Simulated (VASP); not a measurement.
# RbCaH3 (P4mm) in VASP: notebook, part 2 of 2

VASP 6.6.1. Earlier steps stand in the parts before.

### 3 Single point, LDA (all Rb atoms moved +0.438 Å, as atom 1 along Cartesian [0 0 1])

Contents of INCAR:

```
SYSTEM = RbCaH3
PREC = Accurate
ENCUT = 520
EDIFF = 1E-6
ISMEAR = 0
SIGMA = 0.05
LREAL = .False.
LASPH = .True.
NELM = 100
ALGO = Normal
ISIF = 2
LWAVE = .False.
LCHARG = .True.
LELF = .True.
LVHAR = .True.
NBANDS = 19
```

Contents of KPOINTS:

```
Automatic mesh
0
Gamma
  6 6 6
  0 0 0
```

Contents of POSCAR:

```
RbCaH3
1.0
    4.5470000000      0.0000000000      0.0000000000
    0.0000000000      4.5470000000      0.0000000000
    0.0000000000      0.0000000000      4.5470000000
Rb Ca H
1 1 3
Direct
    0.0000000000      0.0000000000      0.0962172861
    0.5000000000      0.5000000000      0.5000000000
    0.0000000000      0.5000000000      0.5000000000
    0.5000000000      0.0000000000      0.5000000000
    0.5000000000      0.5000000000      0.0000000000
```

Potentials or basis: VASP PAW LDA potentials, release 64 (Rb_sv, Ca_sv, H).

On the command line:

```bash
cat potpaw_LDA.64/Rb_sv/POTCAR potpaw_LDA.64/Ca_sv/POTCAR potpaw_LDA.64/H/POTCAR > POTCAR
mpirun -np 1 vasp_std > vasp.out
```

It took 43 s on 1 thread of Intel Xeon Platinum 8488C (Sapphire Rapids), shared host; peak memory 0.22 GiB.

Results (log left out):

```
Free energy            : -15.7267 eV
Pressure               : -1.9 GPa
Largest force          : 0.406 eV/Å
Band gap on the k mesh : 2.92 eV, direct
```

Forces in eV/Å, atoms in the order of the input:
```
Rb   0.000  0.000 -0.406
Ca   0.000  0.000  0.346
H    0.000  0.000 -0.026
H    0.000  0.000 -0.026
H    0.000  0.000  0.112
```

Levels at points of the mesh, in eV from the valence-band top:
| k point | band 9 | band 10 | band 11 | band 12 | band 13 | band 14 |
| --- | --- | --- | --- | --- | --- | --- |
| (0.00, 0.00, 0.00) | -2.81 | -0.49 | -0.32 | 5.75 | 5.92 | 5.92 |
| (0.50, 0.00, 0.00) | -1.52 | -0.76 | -0.20 | 4.86 | 5.32 | 5.83 |
| (0.00, 0.00, 0.50) | -1.56 | -0.69 | -0.26 | 5.35 | 5.35 | 5.83 |
| (0.50, 0.50, 0.00) | -1.15 | -0.03 | -0.03 | 2.98 | 4.92 | 4.92 |
| (0.00, 0.50, 0.50) | -1.19 | -0.07 | 0.00 | 2.92 | 4.78 | 4.79 |
| (0.50, 0.50, 0.50) | -0.21 | -0.21 | -0.17 | 4.17 | 4.17 | 4.24 |

Caveat: the cell differs from its parent crystal (all Rb atoms moved +0.438 Å, as atom 1 along Cartesian [0 0 1]). A k mesh can miss the band edges.

### 4 Single point, LDA (all Rb atoms moved +0.312 Å, as atom 1 along Cartesian [0 0 1])

Contents of INCAR:

```
PREC = Accurate ; ENCUT = 520
EDIFF = 1E-6 ; ISMEAR = 0
SIGMA = 0.05 ; LREAL = False
LASPH = True ; NELM = 60
ALGO = Normal ; ISIF = 2
LWAVE = False ; LCHARG = False
NBANDS = 19
```

Contents of KPOINTS:

```
Automatic mesh
0
Gamma
  6 6 6
```

POSCAR, as its differences from that of step 3:

```diff
@@ -8,3 +8,3 @@
 Direct
-    0.0000000000      0.0000000000      0.0962172861
+    0.0000000000      0.0000000000      0.0687266329
     0.5000000000      0.5000000000      0.5000000000
```

On the command line:

```bash
cat potpaw_LDA.64/Rb_sv/POTCAR potpaw_LDA.64/Ca_sv/POTCAR potpaw_LDA.64/H/POTCAR > POTCAR
mpirun -np 1 vasp_std > vasp.out
```

Run time: 43 s. Hardware: 1 thread of Intel Xeon Platinum 8488C (Sapphire Rapids), shared host; peak memory 0.22 GiB.

Results (log left out):

| Item | Value |
| --- | --- |
| Free energy | -15.7692 eV |
| Pressure | -2.1 GPa |
| Largest force | 0.276 eV/Å |
| Band gap on the k mesh | 2.92 eV, direct |

Forces in eV/Å, atoms in the order of the input:
```
Rb   0.000  0.000 -0.276
Ca   0.000  0.000  0.253
H    0.000  0.000 -0.029
H    0.000  0.000 -0.029
H    0.000  0.000  0.081
```

Levels at points of the mesh, in eV from the valence-band top:
```
           k point  band 9  band 10  band 11  band 12  band 13  band 14
(0.00, 0.00, 0.00)   -2.81    -0.44    -0.35     5.82     5.91     5.91
(0.50, 0.00, 0.00)   -1.52    -0.74    -0.17     5.03     5.36     5.94
(0.00, 0.00, 0.50)   -1.54    -0.71    -0.20     5.38     5.38     5.75
(0.50, 0.50, 0.00)   -1.16    -0.02    -0.02     2.95     4.87     4.87
(0.00, 0.50, 0.50)   -1.18    -0.04     0.00     2.92     4.80     4.81
(0.50, 0.50, 0.50)   -0.21    -0.21    -0.18     4.19     4.19     4.23
```

Caveat: the cell differs from its parent crystal (all Rb atoms moved +0.312 Å, as atom 1 along Cartesian [0 0 1]). A k mesh can miss the band edges.

### 5 Single point, LDA (all Rb atoms moved +0.188 Å, as atom 1 along Cartesian [0 0 1])

Contents of INCAR:

```
  PREC = Accurate
  ENCUT = 520
  EDIFF = 1E-7
  ISMEAR = 0
  SIGMA = 0.05
  LREAL = False
  LASPH = True
  NELM = 60
  ALGO = Normal
  ISIF = 2
  LWAVE = False
  LCHARG = True
  GGA = CA
  LELF = True
  LVHAR = True
  NBANDS = 19
```

KPOINTS is that of step 4.

POSCAR, as its differences from that of step 4:

```diff
@@ -8,3 +8,3 @@
 Direct
-    0.0000000000      0.0000000000      0.0687266329
+    0.0000000000      0.0000000000      0.0412359798
     0.5000000000      0.5000000000      0.5000000000
```

Potentials or basis: VASP PAW LDA potentials, release 64 (Rb_sv, Ca_sv, H).

On the command line:

```bash
cat potpaw_LDA.64/Rb_sv/POTCAR potpaw_LDA.64/Ca_sv/POTCAR potpaw_LDA.64/H/POTCAR > POTCAR
mpirun -np 1 vasp_std > vasp.out
```

OUTCAR:

```text
PREC = Accurate
   ENCUT = 520
   EDIFF = 1E-7
   ISMEAR = 0
   LREAL = False
   LASPH = True
   NELM = 60
   ISIF = 2
   GGA = CA

 ion  position               nearest neighbor table
   1  0.000  0.000  0.041-   3 3.09   4 3.09   3 3.09   4 3.09   5 3.22   5 3.22   5 3.22   5 3.22
                             2 3.83   2 3.83   2 3.83   2 3.83   2 4.05   2 4.05   2 4.05   2 4.05
   2  0.500  0.500  0.500-   1 3.83   1 3.83   1 3.83   1 3.83   1 4.05   1 4.05   1 4.05   1 4.05

   3  0.000  0.500  0.500-   1 3.09   1 3.09
   4  0.500  0.000  0.500-   1 3.09   1 3.09
   5  0.500  0.500  0.000-   1 3.22   1 3.22   1 3.22   1 3.22

  LATTYP: Found a simple cubic cell.
[... 731 lines left out ...]
  -------------------------------------------------------------------------------------
  Total       -1.3394819     -1.3394819     -1.3369618      0.0000000      0.0000000      0.0000000
  in kB      -22.8282466    -22.8282466    -22.7852990      0.0000000      0.0000000      0.0000000
  external PRESSURE =     -22.8139307 kB  Pullay stress =       0.0000000 kB

 VOLUME and BASIS-vectors are now :
 -----------------------------------------------------------------------------
  energy-cutoff  :      520.00
  volume of cell :       94.01
      direct lattice vectors                 reciprocal lattice vectors
     4.547000000  0.000000000  0.000000000     0.219925225  0.000000000  0.000000000
     0.000000000  4.547000000  0.000000000     0.000000000  0.219925225  0.000000000
     0.000000000  0.000000000  4.547000000     0.000000000  0.000000000  0.219925225

 POSITION                                       TOTAL-FORCE (eV/Angst)
 -----------------------------------------------------------------------------------
      0.00000      0.00000      0.18750        -0.000000      0.000000     -0.160116
      2.27350      2.27350      2.27350        -0.000000     -0.000000      0.153718
      0.00000      2.27350      2.27350        -0.000000      0.000000     -0.021367
      2.27350      0.00000      2.27350         0.000000      0.000000     -0.021367
      2.27350      2.27350      0.00000        -0.000000      0.000000      0.049132
 -----------------------------------------------------------------------------------
    total drift:                                0.000000      0.000000      0.000001

  FREE ENERGIE OF THE ION-ELECTRON SYSTEM (eV)
  ---------------------------------------------------
  free  energy   TOTEN  =       -15.7963853378 eV

  energy  without entropy=      -15.7963853378  energy(sigma->0) =      -15.79638534
```

OSZICAR:

```text
N       E                     dE             d eps       ncg     rms          rms(c)
DAV:   1     0.136277857763E+03    0.13628E+03   -0.10257E+04  1520   0.104E+03
DAV:   2    -0.807827092987E+01   -0.14436E+03   -0.14052E+03  1734   0.254E+02
DAV:   3    -0.171747407957E+02   -0.90965E+01   -0.90682E+01  2801   0.536E+01
DAV:   4    -0.173512767530E+02   -0.17654E+00   -0.17632E+00  1999   0.697E+00
DAV:   5    -0.173577925118E+02   -0.65158E-02   -0.65152E-02  2334   0.858E-01    0.671E+00
DAV:   6    -0.161722306497E+02    0.11856E+01   -0.10691E+00  1691   0.371E+00    0.359E+00
DAV:   7    -0.157947709592E+02    0.37746E+00   -0.13254E+00  1796   0.392E+00    0.120E+00
DAV:   8    -0.158002417618E+02   -0.54708E-02   -0.12314E-01  1945   0.162E+00    0.299E-01
DAV:   9    -0.157965731562E+02    0.36686E-02   -0.86666E-03  1949   0.412E-01    0.818E-02
DAV:  10    -0.157963817391E+02    0.19142E-03   -0.17355E-03  2149   0.216E-01    0.353E-02
DAV:  11    -0.157963980585E+02   -0.16319E-04   -0.15047E-04  1873   0.580E-02    0.205E-02
DAV:  12    -0.157963855066E+02    0.12552E-04   -0.50517E-05  2404   0.361E-02    0.848E-03
DAV:  13    -0.157963853765E+02    0.13015E-06   -0.27147E-06  2207   0.105E-02    0.280E-03
DAV:  14    -0.157963853378E+02    0.38625E-07   -0.34449E-07  2069   0.408E-03
   1 F= -.15796385E+02 E0= -.15796385E+02  d E =-.920671E-18
```

stdout:

```text
POSCAR found type information on POSCAR RbCaH
 POSCAR found :  3 types and       5 ions
 scaLAPACK will be used
 LDA part: xc-table for (Slater(with rela. corr.)+CA(PZ))
 , standard interpolation
 POSCAR, INCAR and KPOINTS ok, starting setup
 FFT: planning ... GRIDC
 FFT: planning ... GRID_SOFT
 FFT: planning ... GRID
 WAVECAR not read
 entering main loop
```

Run time: 44 s. Hardware: 1 thread of Intel Xeon Platinum 8488C (Sapphire Rapids), shared host; peak memory 0.22 GiB.

What came out:

| Item | Value |
| --- | --- |
| Free energy | -15.7964 eV |
| Pressure | -2.3 GPa |
| Largest force | 0.160 eV/Å |
| Band gap on the k mesh | 2.92 eV, direct |

Forces in eV/Å, atoms in the order of the input:
```
Rb   0.000  0.000 -0.160
Ca   0.000  0.000  0.154
H    0.000  0.000 -0.021
H    0.000  0.000 -0.021
H    0.000  0.000  0.049
```

Caveat: the cell differs from its parent crystal (all Rb atoms moved +0.188 Å, as atom 1 along Cartesian [0 0 1]).
